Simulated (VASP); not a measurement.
# La5Mg (P-62m) in VASP: further runs

La5Mg is run at these levels: LDA; tasks: single point.

Everything below comes from runs of VASP 6.6.1. Logs are shortened: lines on timing, memory, paths and dates and some standing lists are left out, and cuts for length are marked.

## 1. The cell of the first run

The structure is hexagonal, space group P-62m (No. 189). Conventional cell: a = 6.344 Å, b = 6.344 Å, c = 5.747 Å, α = 90.00°, β = 90.00°, γ = 120.00°. La (site symmetry -6) has 9 La at 3.61 to 3.66 Å and 3 Mg at 3.66 Å within 4.7 Å. La (site symmetry m2m) has 10 La at 3.42 to 3.79 Å and 2 Mg at 3.49 Å within 4.5 Å. Within 4.6 Å of Mg (site symmetry -62m) lie 12 La at 3.49 to 3.66 Å.

## 2. Single point, LDA

The input, INCAR:

```
SYSTEM = La5Mg
ALGO = Normal
EDIFF = 1E-7
ENCUT = 520
ISIF = 2
ISMEAR = 1
LASPH = .True.
LCHARG = .False.
LREAL = .False.
LWAVE = .False.
NBANDS = 38
NELM = 100
PREC = Accurate
SIGMA = 0.05
```

The input, KPOINTS:

```
k-points
0
Gamma
  4 4 4
  0 0 0
```

The input, POSCAR:

```
La5Mg
1.0
    6.3440119266      0.0000000000      0.0000000000
   -3.1720054701      5.4940753405      0.0000000000
    0.0000000000      0.0000000000      5.7470889697
La Mg
5 1
Direct
    0.3333333333      0.6666666667      0.5000000000
    0.0000000000      0.6884840000      0.0000000000
    0.6884840000      0.0000000000      0.0000000000
    0.3115160000      0.3115160000      0.0000000000
    0.6666666667      0.3333333333      0.5000000000
    0.0000000000      0.0000000000      0.5000000000
```

Potentials or basis: VASP PAW LDA potentials, release 64 (La, Mg).

On the command line:

```bash
> cat potpaw_LDA.64/La/POTCAR potpaw_LDA.64/Mg/POTCAR > POTCAR
> mpirun -np 1 vasp_std > vasp.out
```

OUTCAR:

```text
SYSTEM = La5Mg
   EDIFF = 1E-7
   ENCUT = 520
   ISIF = 2
   ISMEAR = 1
   LASPH = .True.
   LREAL = .False.
   NELM = 100
   PREC = Accurate

 ion  position               nearest neighbor table
   1  0.333  0.667  0.500-   4 3.61   4 3.61   2 3.61   2 3.61   3 3.61   3 3.61   6 3.66   5 3.66
                             5 3.66   6 3.66   5 3.66   6 3.66
   2  0.000  0.688  0.000-   3 3.42   4 3.42   6 3.49   6 3.49   1 3.61   1 3.61   5 3.61   5 3.61

   3  0.688  0.000  0.000-   2 3.42   4 3.42   6 3.49   6 3.49   5 3.61   5 3.61   1 3.61   1 3.61

   4  0.312  0.312  0.000-   2 3.42   3 3.42   6 3.49   6 3.49   1 3.61   1 3.61   5 3.61   5 3.61

   5  0.667  0.333  0.500-   3 3.61   3 3.61   4 3.61   4 3.61   2 3.61   2 3.61   6 3.66   1 3.66
                             1 3.66   6 3.66   1 3.66   6 3.66
   6  0.000  0.000  0.500-   2 3.49   2 3.49   3 3.49   3 3.49   4 3.49   4 3.49   5 3.66   1 3.66
                             1 3.66   5 3.66   5 3.66   1 3.66

  LATTYP: Found a hexagonal cell.
 ALAT       =     6.3440119266
 C/A-ratio  =     0.9059076553

  Lattice vectors:

 A1 = (   6.3440119266,   0.0000000000,   0.0000000000)
 A2 = (  -3.1720054701,   5.4940753405,   0.0000000000)
 A3 = (   0.0000000000,   0.0000000000,   5.7470889697)

Analysis of symmetry for initial positions (statically):
=====================================================================
 Subroutine PRICEL returns:
 Original cell was already a primitive cell.

 Routine SETGRP: Setting up the symmetry group for a
 hexagonal supercell.

 Subroutine GETGRP returns: Found 12 space group operations
 (whereof 12 operations were pure point group operations)
 out of a pool of 24 trial point group operations.

The static configuration has the point symmetry D_3h.

Analysis of symmetry for dynamics (positions and initial velocities):
=====================================================================
 Subroutine PRICEL returns:
 Original cell was already a primitive cell.

 Routine SETGRP: Setting up the symmetry group for a
 hexagonal supercell.

 Subroutine GETGRP returns: Found 12 space group operations
 (whereof 12 operations were pure point group operations)
 out of a pool of 24 trial point group operations.

The dynamic configuration has the point symmetry D_3h.

[... 92 lines left out ...]
   NELM   =    100;   NELMIN=  2; NELMDL= -5     # of ELM steps
   EDIFF  = 0.1E-06   stopping-criterion for ELM
   LREAL  =      F    real-space projection
   EDIFFG = 0.1E-05   stopping-criterion for IOM
   NSW    =      0    number of steps for IOM
   IBRION =     -1    ionic relax: 0-MD 1-quasi-New 2-CG
   NFREE  =      0    steps in history (QN), initial steepest desc. (CG)
   ISIF   =      2    stress and relaxation
   ISYM   =      2    0-nonsym 1-usesym 2-fastsym
   POTIM  = 0.5000    time-step for ionic-motion
   TEBEG  =    0.0;   TEEND  =   0.0 temperature during run
   PSTRESS=    0.0 pullay stress
   NELECT =      57.0000    total number of electrons
   NUPDOWN=      -1.0000    fix difference up-down
   EMIN   =  10.00;   EMAX   =-10.00  energy-range for DOS
   EFERMI =   0.00;   METHOD = LEGACY
   ISMEAR =     1;   SIGMA  =   0.05  broadening in eV -4-tet -1-fermi 0-gaus
   EFERMI_NEDOS =   21; number of points for ismear=-14 and -15
   IALGO  =     38    algorithm
   IMIX   =      4    mixing-type and parameters
     AMIX     =   0.40;   BMIX     =  1.00
     AMIX_MAG =   1.60;   BMIX_MAG =  1.00
  volume/ion in A,a.u.               =      33.39       225.30
  Fermi-wavevector in a.u.,A,eV,Ry     =   1.076790  2.034838 15.775633  1.159476
  Thomas-Fermi vector in A             =   2.212684
   LORBIT       =      0    0 simple, 1 ext, 2 COOP (PROOUT), +10 PAW based schemes
   GGA     = CA    functional components
   LHFCALC =     F    Hartree Fock is set to
   AEXX    =    0.0000 exact exchange contribution
   IVDW    =     0    specifies the selected vdW correction
   LEPSILON=     F    determine dielectric tensor
   LRPA    =     F    only Hartree local field effects (RPA)
 non-spin polarized calculation
 Methfessel and Paxton  Order N= 1 SIGMA  =   0.05
  energy-cutoff  :      520.00
  volume of cell :      200.31
 maximum number of plane-waves:      5458
 NGX is ok and might be reduce to    48
   NGX = 23   NGY = 23   NGZ = 21

 number of electron      56.9999997 magnetization

 Free energy of the ion-electron system (eV)
  ---------------------------------------------------
  ext. energy  EPLUGINS =         0.00000000
  ---------------------------------------------------
  free energy    TOTEN  =       -29.57547948 eV

  energy without entropy =      -29.57525832  energy(sigma->0) =      -29.57540576

 E-fermi :   7.4391     XC(G=0):  -9.7992

 val. band max:        7.4364315106   @ k =   0.2500  -0.0000   0.5000
 cond. band min:       7.4612544765   @ k =   0.2500   0.2500   0.2500
 fundamental gap:      0.0248229659
 Fermi energy:         7.4391377037

 k-point     1 :       0.0000    0.0000    0.0000
  band No.  band energies     occupation
      1     -25.3407      2.00000
      2     -25.1237      2.00000
      3     -25.0844      2.00000
      4     -24.9529      2.00000
      5     -24.9529      2.00000
      6      -9.7520      2.00000
[... 481 lines left out ...]
     37       8.7420      0.00000
     38       8.7810      0.00000

------------------------ aborting loop because EDIFF is reached ----------------------------------------

  FORCE on cell =-STRESS in cart. coord.  units (eV):
  Direction    XX          YY          ZZ          XY          YZ          ZX
  --------------------------------------------------------------------------------------
  -------------------------------------------------------------------------------------
  Total       -3.6148917     -3.6148915     -2.3037753     -0.0000003      0.0000000      0.0000000
  in kB      -28.9134128    -28.9134112    -18.4265565     -0.0000026      0.0000000      0.0000000
  external PRESSURE =     -25.4177935 kB  Pullay stress =       0.0000000 kB

 VOLUME and BASIS-vectors are now :
 -----------------------------------------------------------------------------
  energy-cutoff  :      520.00
  volume of cell :      200.31
      direct lattice vectors                 reciprocal lattice vectors
     6.344011927  0.000000000  0.000000000     0.157628960  0.091007111  0.000000000
    -3.172005470  5.494075341  0.000000000     0.000000000  0.182014250  0.000000000
     0.000000000  0.000000000  5.747088970     0.000000000  0.000000000  0.174001134

 POSITION                                       TOTAL-FORCE (eV/Angst)
 -----------------------------------------------------------------------------------
      0.00000      3.66272      2.87354         0.000000     -0.000000      0.000000
     -2.18388      3.78258      0.00000         0.032845     -0.056889      0.000000
      4.36775      0.00000      0.00000        -0.065690     -0.000000      0.000000
      0.98813      1.71149      0.00000         0.032845      0.056889      0.000000
      3.17201      1.83136      2.87354         0.000000     -0.000000      0.000000
      0.00000      0.00000      2.87354         0.000000     -0.000000      0.000000
 -----------------------------------------------------------------------------------
    total drift:                               -0.000000      0.000000     -0.000000

  FREE ENERGIE OF THE ION-ELECTRON SYSTEM (eV)
  ---------------------------------------------------
  free  energy   TOTEN  =       -29.5754794842 eV

  energy  without entropy=      -29.5752583226  energy(sigma->0) =      -29.57540576
```

Wall time 2.9 min (1 thread of Intel Xeon Platinum 8488C (Sapphire Rapids), shared host); peak memory 0.29 GiB.

Results:

```
Free energy            : -29.5755 eV
Pressure               : -2.5 GPa
Largest force          : 0.066 eV/Å
Band gap on the k mesh : zero (an odd number of electrons rules out a gap without spin polarisation)
```

Forces in eV/Å, atoms in the order of the input:
```
La   0.000  0.000  0.000
La   0.033 -0.057  0.000
La  -0.066  0.000  0.000
La   0.033  0.057  0.000
La   0.000  0.000  0.000
Mg   0.000  0.000  0.000
```

Caveat: spin-orbit coupling is left out, which moves the levels of the heavy elements.

## 3. Single point, LDA

This run uses another cell than the first one, of 34.78 Å³/atom.

The input, INCAR:

```
ALGO = Normal
EDIFF = 1E-6
ENCUT = 520
GGA = CA
ISIF = 2
ISMEAR = 1
LASPH = T
LCHARG = T
LELF = T
LREAL = F
LVHAR = T
LWAVE = F
NBANDS = 38
NELM = 100
PREC = Accurate
SIGMA = 0.05
```

The input, KPOINTS:

```
k-points
0
Gamma
  4 4 4
```

Edit POSCAR of step 2 so:

```diff
@@ -2,5 +2,5 @@
 1.0
-    6.3440119266      0.0000000000      0.0000000000
-   -3.1720054701      5.4940753405      0.0000000000
-    0.0000000000      0.0000000000      5.7470889697
+    6.4309270000      0.0000000000      0.0000000000
+   -3.2154630000      5.5693460000      0.0000000000
+    0.0000000000      0.0000000000      5.8258260000
 La Mg
```

Potentials or basis: VASP PAW LDA potentials, release 64 (La, Mg).

On the command line:

```bash
> cat potpaw_LDA.64/La/POTCAR potpaw_LDA.64/Mg/POTCAR > POTCAR
> mpirun -np 1 vasp_std > vasp.out
```

OUTCAR:

```text
EDIFF = 1E-6
   ENCUT = 520
   GGA = CA
   ISIF = 2
   ISMEAR = 1
   LASPH = T
   LREAL = F
   NELM = 100
   PREC = Accurate

 ion  position               nearest neighbor table
   1  0.333  0.667  0.500-   4 3.66   4 3.66   2 3.66   2 3.66   3 3.66   3 3.66
   2  0.000  0.688  0.000-   3 3.47   4 3.47   6 3.54   6 3.54   1 3.66   1 3.66   5 3.66   5 3.66

   3  0.688  0.000  0.000-   2 3.47   4 3.47   6 3.54   6 3.54   5 3.66   5 3.66   1 3.66   1 3.66

   4  0.312  0.312  0.000-   2 3.47   3 3.47   6 3.54   6 3.54   1 3.66   1 3.66   5 3.66   5 3.66

   5  0.667  0.333  0.500-   3 3.66   3 3.66   4 3.66   4 3.66   2 3.66   2 3.66
[... 686 lines left out ...]
  -------------------------------------------------------------------------------------
  Total       -4.8224656     -4.8224654     -3.7387908     -0.0000004     -0.0000000      0.0000000
  in kB      -37.0292091    -37.0292071    -28.7082327     -0.0000033     -0.0000000      0.0000000
  external PRESSURE =     -34.2555496 kB  Pullay stress =       0.0000000 kB

 VOLUME and BASIS-vectors are now :
 -----------------------------------------------------------------------------
  energy-cutoff  :      520.00
  volume of cell :      208.66
      direct lattice vectors                 reciprocal lattice vectors
     6.430927000  0.000000000  0.000000000     0.155498577  0.089777134  0.000000000
    -3.215463000  5.569346000  0.000000000     0.000000000  0.179554296  0.000000000
     0.000000000  0.000000000  5.825826000     0.000000000  0.000000000  0.171649479

 POSITION                                       TOTAL-FORCE (eV/Angst)
 -----------------------------------------------------------------------------------
      0.00000      3.71290      2.91291         0.000000      0.000000      0.000000
     -2.21379      3.83441      0.00000         0.033315     -0.057703      0.000000
      4.42759      0.00000      0.00000        -0.066630      0.000000      0.000000
      1.00167      1.73494      0.00000         0.033315      0.057703      0.000000
      3.21546      1.85645      2.91291         0.000000     -0.000000      0.000000
      0.00000      0.00000      2.91291         0.000000      0.000000      0.000000
 -----------------------------------------------------------------------------------
    total drift:                               -0.000000      0.000000     -0.000000

  FREE ENERGIE OF THE ION-ELECTRON SYSTEM (eV)
  ---------------------------------------------------
  free  energy   TOTEN  =       -29.4197852089 eV

  energy  without entropy=      -29.4175450398  energy(sigma->0) =      -29.41903849
```

OSZICAR:

```text
N       E                     dE             d eps       ncg     rms          rms(c)
DAV:   1     0.751256005999E+03    0.75126E+03   -0.18983E+04   912   0.198E+03
DAV:   2     0.147055632895E+03   -0.60420E+03   -0.58725E+03  1400   0.410E+02
DAV:   3    -0.890880135082E+01   -0.15596E+03   -0.15395E+03  1504   0.273E+02
DAV:   4    -0.260015908543E+02   -0.17093E+02   -0.16796E+02  1768   0.100E+02
DAV:   5    -0.291292833008E+02   -0.31277E+01   -0.30730E+01  1816   0.394E+01    0.621E+00
DAV:   6    -0.293296303648E+02   -0.20035E+00   -0.85402E+00  1816   0.193E+01    0.300E+00
DAV:   7    -0.294079999272E+02   -0.78370E-01   -0.21507E+00  1824   0.112E+01    0.152E+00
DAV:   8    -0.294144533542E+02   -0.64534E-02   -0.38970E-01  1712   0.482E+00    0.591E-01
DAV:   9    -0.294184013725E+02   -0.39480E-02   -0.83276E-02  1824   0.229E+00    0.282E-01
DAV:  10    -0.294194189890E+02   -0.10176E-02   -0.19061E-02  1824   0.110E+00    0.156E-01
DAV:  11    -0.294196944285E+02   -0.27544E-03   -0.38069E-03  1744   0.535E-01    0.320E-02
DAV:  12    -0.294197583079E+02   -0.63879E-04   -0.10037E-03  1704   0.251E-01    0.119E-02
DAV:  13    -0.294197786026E+02   -0.20295E-04   -0.21243E-04  1592   0.120E-01    0.516E-03
DAV:  14    -0.294197834848E+02   -0.48823E-05   -0.50234E-05  1248   0.568E-02    0.175E-03
DAV:  15    -0.294197848724E+02   -0.13876E-05   -0.14182E-05  1248   0.319E-02    0.481E-04
DAV:  16    -0.294197852089E+02   -0.33647E-06   -0.33762E-06  1208   0.196E-02
   1 F= -.29419785E+02 E0= -.29419038E+02  d E =-.224017E-02
```

It took 2.5 min on 1 thread of Intel Xeon Platinum 8488C (Sapphire Rapids), shared host; peak memory 0.29 GiB.

What came out:

```yaml
Free_energy: -29.4198 eV
Pressure: -3.4 GPa
Largest_force: 0.067 eV/Å
Band_gap_on_the_k_mesh: zero (an odd number of electrons rules out a gap without spin polarisation)
```

Forces in eV/Å, atoms in the order of the input:
```
La   0.000  0.000  0.000
La   0.033 -0.058  0.000
La  -0.067  0.000  0.000
La   0.033  0.058  0.000
La   0.000  0.000  0.000
Mg   0.000  0.000  0.000
```

Stress tensor (GPa, compression positive):
```
-3.70  0.00  0.00
 0.00 -3.70  0.00
 0.00  0.00 -2.87
```

Caveat: the cell stands under tension; spin-orbit coupling is left out, which moves the levels of the heavy elements.

## 4. Single point, LDA

This run uses another cell than the first one, of 36.17 Å³/atom.

The input, INCAR:

```
PREC = Accurate
ENCUT = 520
EDIFF = 1E-6
ISMEAR = 1
SIGMA = 0.05
LREAL = False
LASPH = True
NELM = 60
ALGO = Normal
ISIF = 2
LWAVE = False
LCHARG = False
GGA = CA
NBANDS = 38
```

The input, KPOINTS:

```
Automatic mesh
0
Gamma
  4 4 4
```

Edit POSCAR of step 3 so:

```diff
@@ -2,5 +2,5 @@
 1.0
-    6.4309270000      0.0000000000      0.0000000000
-   -3.2154630000      5.5693460000      0.0000000000
-    0.0000000000      0.0000000000      5.8258260000
+    6.5155541653      0.0000000000      0.0000000000
+   -3.2577765761      5.6426352730      0.0000000000
+    0.0000000000      0.0000000000      5.9024903969
 La Mg
```

On the command line:

```bash
> cat potpaw_LDA.64/La/POTCAR potpaw_LDA.64/Mg/POTCAR > POTCAR
> mpirun -np 1 vasp_std > vasp.out
```

Wall time 2.4 min (1 thread of Intel Xeon Platinum 8488C (Sapphire Rapids), shared host); peak memory 0.29 GiB.

It converged, with:

* Free energy: -29.2220 eV
* Pressure: -4.2 GPa
* Largest force: 0.055 eV/Å
* Band gap on the k mesh: zero (an odd number of electrons rules out a gap without spin polarisation)

Forces on the atoms (eV/Å):
```
La   0.000  0.000  0.000
La   0.027 -0.047  0.000
La  -0.055  0.000  0.000
La   0.027  0.047  0.000
La   0.000  0.000  0.000
Mg   0.000  0.000  0.000
```

Stress tensor (GPa, compression positive):
```
-4.37  0.00  0.00
 0.00 -4.37  0.00
 0.00  0.00 -3.76
```

Levels at points of the mesh, in eV from the Fermi level:
```tsv
k point	band 25	band 26	band 27	band 28	band 29	band 30	band 31	band 32
(0.00, 0.00, 0.00)	-0.85	-0.85	-0.33	-0.16	0.40	0.47	0.47	1.04
(0.50, 0.00, 0.00)	-0.88	-0.67	-0.64	-0.25	-0.09	0.10	0.32	0.47
(0.00, 0.00, 0.50)	-0.72	-0.39	-0.35	-0.35	0.09	0.33	0.33	0.74
(0.50, 0.00, 0.50)	-1.23	-0.38	-0.26	-0.13	-0.05	-0.02	0.23	0.25
```

Caveat: the cell stands under tension; spin-orbit coupling is left out, which moves the levels of the heavy elements.

[end of part 1 of 2]

The gap in the log of VASP goes by the Fermi energy; the results here count the filled bands.